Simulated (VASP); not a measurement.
Here is a VASP 6.6.1 calculation.

POSCAR

```
HgTe
1.0
    0.0000000000      3.0434522822      3.0434522822
    3.0434522822      0.0000000000      3.0434522822
    3.0434522822      3.0434522822      0.0000000000
Hg Te
1 1
Direct
    0.0000000000      0.0000000000      0.0000000000
    0.5000000000      0.5000000000      0.5000000000
```

File INCAR.step1:

```
PREC = Accurate
ENCUT = 520
EDIFF = 1E-5
ISMEAR = -1
SIGMA = 0.02
LREAL = False
LASPH = True
NELM = 80
ALGO = Normal
ISIF = 2
LWAVE = True
GGA = PE
NBANDS = 16
```

The input INCAR.step2:

```
PREC = Accurate
ENCUT = 520
EDIFF = 1E-7
ISMEAR = -1
SIGMA = 0.02
LREAL = False
LASPH = True
NELM = 80
ALGO = Normal
ISIF = 2
LWAVE = False
LCHARG = True
GGA = PE
LHFCALC = True
AEXX = 0.2
HFSCREEN = 0.2078
PRECFOCK = Normal
LELF = True
LVHAR = True
ISTART = 1
NBANDS = 16
```

KPOINTS

```
regular mesh
0
Gamma
  4 4 4
```

Potentials or basis: VASP PAW PBE potentials, release 64 (Hg, Te).

The run is started by

```bash
$ cat potpaw_PBE.64/Hg/POTCAR potpaw_PBE.64/Te/POTCAR > POTCAR
$ cp INCAR.step1 INCAR
$ mpirun -np 1 vasp_std > vasp.out
$ cp INCAR.step2 INCAR
$ mpirun -np 1 vasp_std > vasp.out
```

What does it give for the band gap on the k mesh?

Zero (bands 9 and 10 overlap by 2.75 eV).

Estimate the pressure.

1.3 GPa.

Caveat: the k points lie up to 0.45 Å⁻¹ apart, too coarse for converged energies and pressures of a metal; the PAW data sets were made with another functional, which shifts forces and pressure a little; spin-orbit coupling is left out, which moves the levels of the heavy elements.
